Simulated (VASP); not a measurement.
# HfN (P6_3/mmc) in VASP: a series of runs

The runs below take HfN through single point, with PBE.

Everything below comes from runs of VASP 6.6.1. Logs are shortened: lines on timing, memory, paths and dates and some standing lists are left out, and cuts for length are marked.

### 1 The cell of the first run

Symmetry: P6_3/mmc, No. 194, hexagonal system. The conventional cell has a = 3.096 Å, b = 3.096 Å, c = 5.506 Å, α = 90.00°, β = 90.00°, γ = 120.00°. Hf (site symmetry -6m2) has 6 N at 2.26 Å and 6 Hf at 3.10 Å within 3.1 Å. Within 3.1 Å of N (site symmetry -3m) lie 6 Hf at 2.26 Å and 8 N at 2.75 to 3.10 Å.

### 2 Single point, PBE (biaxial strain in the a-b plane: -2.0 %, then relaxed in part)

Input file INCAR:

```
PREC     = Accurate       # precision mode
ENCUT    = 520            # plane-wave cutoff, eV
EDIFF    = 1E-6           # SCF threshold, eV
ISMEAR   = 0              # smearing method
SIGMA    = 0.1            # smearing width, eV
LREAL    = F              # projectors in reciprocal space
LASPH    = T              # aspherical terms in the spheres
NELM     = 80             # most SCF steps
ALGO     = Normal         # electronic algorithm
ISIF     = 2              # what is computed and relaxed
LWAVE    = F              # write WAVECAR
LCHARG   = F              # write CHGCAR
GGA      = PE             # functional
NBANDS   = 23             # bands
```

Input file KPOINTS:

```
regular mesh
0
Gamma
  18 18 10
```

Input file POSCAR:

```
HfN
1.0
    3.0960547508      0.0000000000      0.0000000000
   -1.5480273754      2.6812620657      0.0000000000
    0.0000000000      0.0000000000      5.5055968840
Hf N
2 2
Direct
    0.6666666667      0.3333333333      0.7500000000
    0.3333333333      0.6666666667      0.2500000000
    0.0000000000      0.0000000000      0.0000000000
    0.0000000000      0.0000000000      0.5000000000
```

Potentials or basis: VASP PAW PBE potentials, release 64 (Hf_pv, N).

The run is started by

```sh
$ cat potpaw_PBE.64/Hf_pv/POTCAR potpaw_PBE.64/N/POTCAR > POTCAR
$ mpirun -np 1 vasp_std > vasp.out
```

OUTCAR:

```text
PREC = Accurate
   ENCUT = 520
   EDIFF = 1E-6
   ISMEAR = 0
   LREAL = F
   LASPH = T
   NELM = 80
   ISIF = 2
   GGA = PE

 ion  position               nearest neighbor table
   1  0.667  0.333  0.750-   3 2.26   4 2.26   3 2.26   4 2.26   3 2.26   4 2.26   2 3.28   2 3.28
                             2 3.28   2 3.28   2 3.28   2 3.28
   2  0.333  0.667  0.250-   3 2.26   4 2.26   3 2.26   4 2.26   3 2.26   4 2.26   1 3.28   1 3.28
                             1 3.28   1 3.28   1 3.28   1 3.28
   3  0.000  0.000  0.000-   1 2.26   2 2.26   2 2.26   1 2.26   1 2.26   2 2.26
   4  0.000  0.000  0.500-   1 2.26   2 2.26   2 2.26   1 2.26   1 2.26   2 2.26

  LATTYP: Found a hexagonal cell.
 ALAT       =     3.0960547508
 C/A-ratio  =     1.7782621197

  Lattice vectors:

 A1 = (   3.0960547508,   0.0000000000,   0.0000000000)
 A2 = (  -1.5480273754,   2.6812620657,   0.0000000000)
 A3 = (   0.0000000000,   0.0000000000,   5.5055968840)

Analysis of symmetry for initial positions (statically):
=====================================================================
 Subroutine PRICEL returns:
 Original cell was already a primitive cell.

 Routine SETGRP: Setting up the symmetry group for a
 hexagonal supercell.

 Subroutine GETGRP returns: Found 24 space group operations
 (whereof 12 operations were pure point group operations)
 out of a pool of 24 trial point group operations.

The static configuration has the point symmetry D_3d.
 The point group associated with its full space group is D_6h.

Analysis of symmetry for dynamics (positions and initial velocities):
=====================================================================
 Subroutine PRICEL returns:
 Original cell was already a primitive cell.

 Routine SETGRP: Setting up the symmetry group for a
 hexagonal supercell.

 Subroutine GETGRP returns: Found 24 space group operations
 (whereof 12 operations were pure point group operations)
 out of a pool of 24 trial point group operations.

The dynamic configuration has the point symmetry D_3d.
 The point group associated with its full space group is D_6h.

 Subroutine INISYM returns: Found 24 space group operations
 (whereof 12 operations are pure point group operations),
 and found     1 'primitive' translations

----------------------------------------------------------------------------------------

                                     Primitive cell

  volume of cell :      45.7038

  direct lattice vectors                    reciprocal lattice vectors
     3.096054751  0.000000000  0.000000000     0.322991704  0.186479347  0.000000000
    -1.548027375  2.681262066  0.000000000     0.000000000  0.372958695  0.000000000
     0.000000000  0.000000000  5.505596884     0.000000000  0.000000000  0.181633349

  length of vectors
     3.096054751  3.096054751  5.505596884     0.372958695  0.372958695  0.181633349

  position of ions in fractional coordinates (direct lattice)
     0.666666667  0.333333333  0.750000000
     0.333333333  0.666666667  0.250000000
     0.000000000  0.000000000  0.000000000
     0.000000000  0.000000000  0.500000000

  ion indices of the primitive-cell ions
   primitive index   ion index
                 1           1
                 2           2
                 3           3
                 4           4

----------------------------------------------------------------------------------------

 KPOINTS: regular mesh

Automatic generation of k-mesh.
 Grid dimensions read from file:
 generate k-points for:   18   18   10

 Generating k-lattice:

  Cartesian coordinates                     Fractional coordinates (reciprocal lattice)
     0.017943984  0.010359964  0.000000000     0.055555556  0.000000000  0.000000000
     0.000000000  0.020719927  0.000000000     0.000000000  0.055555556  0.000000000
     0.000000000  0.000000000  0.018163335     0.000000000  0.000000000  0.100000000

  Length of vectors
     0.020719927  0.020719927  0.018163335

  Shift w.r.t. Gamma in fractional coordinates (k-lattice)
     0.000000000  0.000000000  0.000000000

 Subroutine IBZKPT returns following result:
 ===========================================

 Found    222 irreducible k-points:

 Following reciprocal coordinates:
            Coordinates               Weight
  0.000000  0.000000  0.000000      1.000000
  0.055556  0.000000  0.000000      6.000000
  0.111111  0.000000  0.000000      6.000000
  0.166667 -0.000000  0.000000      6.000000
  0.222222  0.000000  0.000000      6.000000
  0.277778  0.000000  0.000000      6.000000
[... 16 lines left out ...]
  0.333333  0.111111  0.000000     12.000000
  0.388889  0.111111  0.000000     12.000000
 [... further k-points ...]
   k-points           NKPTS =    222   k-points in BZ     NKDIM =    222   number of bands    NBANDS=     23
   number of dos      NEDOS =    301   number of ions     NIONS =      4
   total plane-waves  NPLWV =  24192
   dimension x,y,z NGX =    24 NGY =   24 NGZ =   42
   dimension x,y,z NGXF=    48 NGYF=   48 NGZF=   84
   ions per type =               2   2
   NGX,Y,Z   is equivalent  to a cutoff of  12.89, 12.89, 12.68 a.u.
   NGXF,Y,Z  is equivalent  to a cutoff of  25.77, 25.77, 25.36 a.u.
 SYSTEM =  unknown system
   PREC   = accura    normal or accurate (medium, high low for compatibility)
   ISTART =      0    job   : 0-new  1-cont  2-samecut
   ICHARG =      2    charge: 1-file 2-atom 10-const
   ISPIN  =      1    spin polarized calculation?
   LNONCOLLINEAR =      F non collinear calculations
   LSORBIT =      F    spin-orbit coupling
   LASPH  =      T    aspherical Exc in radial PAW
   ENCUT  =  520.0 eV  38.22 Ry    6.18 a.u.   5.76  5.76 10.24*2*pi/ulx,y,z
   NELM   =     80;   NELMIN=  2; NELMDL= -5     # of ELM steps
   EDIFF  = 0.1E-05   stopping-criterion for ELM
   LREAL  =      F    real-space projection
   EDIFFG = 0.1E-04   stopping-criterion for IOM
   NSW    =      0    number of steps for IOM
   IBRION =     -1    ionic relax: 0-MD 1-quasi-New 2-CG
   NFREE  =      0    steps in history (QN), initial steepest desc. (CG)
   ISIF   =      2    stress and relaxation
   ISYM   =      2    0-nonsym 1-usesym 2-fastsym
   POTIM  = 0.5000    time-step for ionic-motion
   TEBEG  =    0.0;   TEEND  =   0.0 temperature during run
   PSTRESS=    0.0 pullay stress
   NELECT =      30.0000    total number of electrons
   NUPDOWN=      -1.0000    fix difference up-down
   EMIN   =  10.00;   EMAX   =-10.00  energy-range for DOS
   EFERMI =   0.00;   METHOD = LEGACY
   ISMEAR =     0;   SIGMA  =   0.10  broadening in eV -4-tet -1-fermi 0-gaus
   EFERMI_NEDOS =   21; number of points for ismear=-14 and -15
   IALGO  =     38    algorithm
   IMIX   =      4    mixing-type and parameters
     AMIX     =   0.40;   BMIX     =  1.00
     AMIX_MAG =   1.60;   BMIX_MAG =  1.00
  volume/ion in A,a.u.               =      11.43        77.11
  Fermi-wavevector in a.u.,A,eV,Ry     =   1.422758  2.688623 27.541476  2.024241
  Thomas-Fermi vector in A             =   2.543428
   LORBIT       =      0    0 simple, 1 ext, 2 COOP (PROOUT), +10 PAW based schemes
   GGA     = PE    functional components
   LHFCALC =     F    Hartree Fock is set to
   AEXX    =    0.0000 exact exchange contribution
   IVDW    =     0    specifies the selected vdW correction
   LEPSILON=     F    determine dielectric tensor
   LRPA    =     F    only Hartree local field effects (RPA)
 non-spin polarized calculation
 Gauss-broadening in eV      SIGMA  =   0.10
  energy-cutoff  :      520.00
  volume of cell :       45.70
 maximum number of plane-waves:      1248
 NGX is ok and might be reduce to    24
   NGX = 11   NGY = 11   NGZ = 21

 number of electron      29.9999991 magnetization

 Free energy of the ion-electron system (eV)
  ---------------------------------------------------
  ext. energy  EPLUGINS =         0.00000000
  ---------------------------------------------------
  free energy    TOTEN  =       -43.35375505 eV

  energy without entropy =      -43.34986143  energy(sigma->0) =      -43.35180824

 E-fermi :   7.9426     XC(G=0): -12.7861

 val. band max:        7.9253171292   @ k =   0.3333   0.2778   0.3000
 cond. band min:       7.9580223411   @ k =   0.1667  -0.0000   0.4000
 fundamental gap:      0.0327052119
 Fermi energy:         7.9426318453

 k-point     1 :       0.0000    0.0000    0.0000
  band No.  band energies     occupation
      1     -23.6814      2.00000
      2     -22.8459      2.00000
      3     -22.6895      2.00000
      4     -22.6895      2.00000
      5     -22.6382      2.00000
      6     -22.6382      2.00000
[... 15 lines left out ...]
     22      13.4583      0.00000
     23      13.4583      0.00000

 k-point     2 :       0.0556    0.0000    0.0000
  band No.  band energies     occupation
      1     -23.6698      2.00000
      2     -22.8460      2.00000
      3     -22.7193      2.00000
      4     -22.6986      2.00000
      5     -22.6676      2.00000
      6     -22.6412      2.00000
[... 15 lines left out ...]
     22      13.3338      0.00000
     23      13.4530      0.00000

 k-point     3 :       0.1111    0.0000    0.0000
  band No.  band energies     occupation
      1     -23.6358      2.00000
      2     -22.8469      2.00000
      3     -22.8063      2.00000
      4     -22.7492      2.00000
      5     -22.7236      2.00000
      6     -22.6513      2.00000
[... 15 lines left out ...]
     22      13.0121      0.00000
     23      13.4450      0.00000
[... 495 lines left out ...]
 k-point    23 :       0.3333    0.1111    0.0000
  band No.  band energies     occupation
      1     -23.5312      2.00000
      2     -23.3688      2.00000
      3     -23.2522      2.00000
      4     -22.9665      2.00000
      5     -22.9164      2.00000
      6     -22.8317      2.00000
[... 15 lines left out ...]
     22      14.5102      0.00000
     23      14.9685      0.00000

 k-point    24 :       0.3889    0.1111    0.0000
  band No.  band energies     occupation
      1     -23.6020      2.00000
      2     -23.4223      2.00000
      3     -23.1924      2.00000
      4     -22.9950      2.00000
      5     -22.9433      2.00000
      6     -22.8490      2.00000
[... 15 lines left out ...]
     22      14.5705      0.00000
     23      15.4206      0.00000

 [... further k-points ...]

------------------------ aborting loop because EDIFF is reached ----------------------------------------

  FORCE on cell =-STRESS in cart. coord.  units (eV):
  Direction    XX          YY          ZZ          XY          YZ          ZX
  --------------------------------------------------------------------------------------
  -------------------------------------------------------------------------------------
  Total        2.9429460      2.9429460     -0.6629380      0.0000000      0.0000000      0.0000000
  in kB      103.1669454    103.1669454    -23.2397362      0.0000000      0.0000000      0.0000000
  external PRESSURE =      61.0313849 kB  Pullay stress =       0.0000000 kB

 VOLUME and BASIS-vectors are now :
 -----------------------------------------------------------------------------
  energy-cutoff  :      520.00
  volume of cell :       45.70
      direct lattice vectors                 reciprocal lattice vectors
     3.096054751  0.000000000  0.000000000     0.322991704  0.186479347  0.000000000
    -1.548027375  2.681262066  0.000000000     0.000000000  0.372958695  0.000000000
     0.000000000  0.000000000  5.505596884     0.000000000  0.000000000  0.181633349

 POSITION                                       TOTAL-FORCE (eV/Angst)
 -----------------------------------------------------------------------------------
      1.54803      0.89375      4.12920         0.000000      0.000000      0.000000
     -0.00000      1.78751      1.37640        -0.000000      0.000000      0.000000
      0.00000      0.00000      0.00000        -0.000000      0.000000      0.000000
      0.00000      0.00000      2.75280        -0.000000      0.000000      0.000000
 -----------------------------------------------------------------------------------
    total drift:                               -0.000000      0.000000     -0.000000

  FREE ENERGIE OF THE ION-ELECTRON SYSTEM (eV)
  ---------------------------------------------------
  free  energy   TOTEN  =       -43.3537550525 eV

  energy  without entropy=      -43.3498614274  energy(sigma->0) =      -43.35180824
```

Run time: 2.3 min. Hardware: 1 thread of Intel Xeon Platinum 8488C (Sapphire Rapids), shared host; peak memory 0.31 GiB.

Results:

```
Free energy            : -43.3538 eV
Pressure               : 6.1 GPa
Band gap on the k mesh : zero (bands 15 and 16 overlap by 2.18 eV)
```

Caveat: the cell differs from its parent crystal (biaxial strain in the a-b plane: -2.0 %, then relaxed in part); the cell stands under pressure; spin-orbit coupling is left out, which moves the levels of the heavy elements.

### 3 Single point, PBE (biaxial strain in the a-b plane: -2.0 %)

Input file INCAR:

```
SYSTEM = HfN
  PREC = Accurate
  ENCUT = 520
  EDIFF = 1E-6
  ISMEAR = 0
  SIGMA = 0.1
  LREAL = .FALSE.
  LASPH = .TRUE.
  NELM = 100
  ALGO = Normal
  ISIF = 2
  LWAVE = .FALSE.
  LCHARG = .TRUE.
  GGA = PE
  LELF = .TRUE.
  LVHAR = .TRUE.
  NBANDS = 23
```

Input file KPOINTS:

```
regular mesh
0
G
  18 18 10
  0 0 0
```

POSCAR, as its differences from that of step 2:

```diff
@@ -4,3 +4,3 @@
    -1.5480273754      2.6812620657      0.0000000000
-    0.0000000000      0.0000000000      5.5055968840
+    0.0000000000      0.0000000000      5.5167593183
 Hf N
```

Potentials or basis: VASP PAW PBE potentials, release 64 (Hf_pv, N).

The run is started by

```sh
$ cat potpaw_PBE.64/Hf_pv/POTCAR potpaw_PBE.64/N/POTCAR > POTCAR
$ mpirun -np 1 vasp_std > vasp.out
```

Wall time 2.1 min (1 thread of Intel Xeon Platinum 8488C (Sapphire Rapids), shared host); peak memory 0.31 GiB.

It converged, with:

```yaml
Free_energy: -43.3521 eV
Pressure: 5.5 GPa
Band_gap_on_the_k_mesh: zero (bands 15 and 16 overlap by 2.17 eV)
```

Stress tensor (GPa, compression positive):
```
10.01  0.00  0.00
 0.00 10.01  0.00
 0.00  0.00 -3.45
```

Levels at points of the mesh, in eV from the Fermi level:
```csv
k point,band 12,band 13,band 14,band 15,band 16,band 17,band 18,band 19
"(0.00, 0.00, 0.00)",-3.42,-3.42,-1.92,-0.89,0.81,0.81,1.37,2.11
"(0.50, 0.00, 0.00)",-5.32,-3.09,-2.74,-2.63,2.26,2.84,4.63,4.87
"(0.00, 0.00, 0.50)",-4.16,-4.16,-4.16,1.75,1.75,2.88,2.88,2.88
"(0.50, 0.00, 0.50)",-5.54,-4.33,-4.33,-0.24,-0.24,5.01,5.01,5.12
```

Caveat: the cell differs from its parent crystal (biaxial strain in the a-b plane: -2.0 %); the cell stands under pressure; spin-orbit coupling is left out, which moves the levels of the heavy elements.

### 4 Single point, PBE

This run uses another cell than the first one, of 11.78 Å³/atom.

Input file INCAR:

```
PREC = Accurate
ENCUT = 520
EDIFF = 1E-7
ISMEAR = 0
SIGMA = 0.1
LREAL = False
LASPH = True
NELM = 100
ALGO = Normal
ISIF = 2
LWAVE = False
LCHARG = False
GGA = PE
NBANDS = 23
```

Input file KPOINTS:

```
regular mesh
0
Gamma
  18 18 10
```

Input file POSCAR:

```
HfN
1.0
    3.1592395417      0.0000000000      0.0000000000
   -1.5796197708      2.7359816997      0.0000000000
    0.0000000000      0.0000000000      5.4513431999
Hf N
2 2
Direct
    0.6666666667      0.3333333333      0.7500000000
    0.3333333333      0.6666666667      0.2500000000
    0.0000000000      0.0000000000      0.0000000000
    0.0000000000      0.0000000000      0.5000000000
```

The run is started by

```sh
$ cat potpaw_PBE.64/Hf_pv/POTCAR potpaw_PBE.64/N/POTCAR > POTCAR
$ mpirun -np 1 vasp_std > vasp.out
```

Wall time 2.1 min (1 thread of Intel Xeon Platinum 8488C (Sapphire Rapids), shared host); peak memory 0.32 GiB.

The run converged. Its results:

| Quantity | Value |
| --- | --- |
| Free energy | -43.4062 eV |
| Pressure | -2.2 GPa |
| Band gap on the k mesh | zero (bands 15 and 16 overlap by 2.25 eV) |

Stress tensor (GPa, compression positive):
```
-2.32  0.00  0.00
 0.00 -2.32  0.00
 0.00  0.00 -2.07
```

Levels at points of the mesh, in eV from the Fermi level:
```
           k point  band 13  band 14  band 15  band 16  band 17  band 18
(0.00, 0.00, 0.00)    -3.54    -1.73    -0.56     0.73     0.73     0.88
(0.50, 0.00, 0.00)    -3.26    -2.74    -2.41     2.37     2.65     4.30
(0.00, 0.00, 0.50)    -4.32    -4.32     1.81     1.81     2.84     2.84
(0.50, 0.00, 0.50)    -4.42    -4.42    -0.29    -0.29     4.57     4.57
```

Caveat: spin-orbit coupling is left out, which moves the levels of the heavy elements.

### 5 Overview

```tsv
cell	gap on the mesh (eV)	pressure (GPa)
a = 3.096, b = 3.096, c = 5.506 Å, angles 90.0, 90.0, 120.0°, 4 atoms	none	6.1
a = 3.096, b = 3.096, c = 5.517 Å, angles 90.0, 90.0, 120.0°, 4 atoms	none	5.5
a = 3.159, b = 3.159, c = 5.451 Å, angles 90.0, 90.0, 120.0°, 4 atoms	none	-2.2
```

Alike in all rows: task single point; level PBE; potentials or basis VASP PAW PBE potentials, release 64 (Hf_pv, N); no spin polarisation; k mesh 18 × 18 × 10; cutoff (eV) 520; smearing gaussian 0.1 eV.

Caveats: spin-orbit coupling is left out, which moves the levels of the heavy elements; the cell stands under pressure (at least some runs).

Total energies depend on the potentials used, so only differences within one code and one set of settings carry meaning.
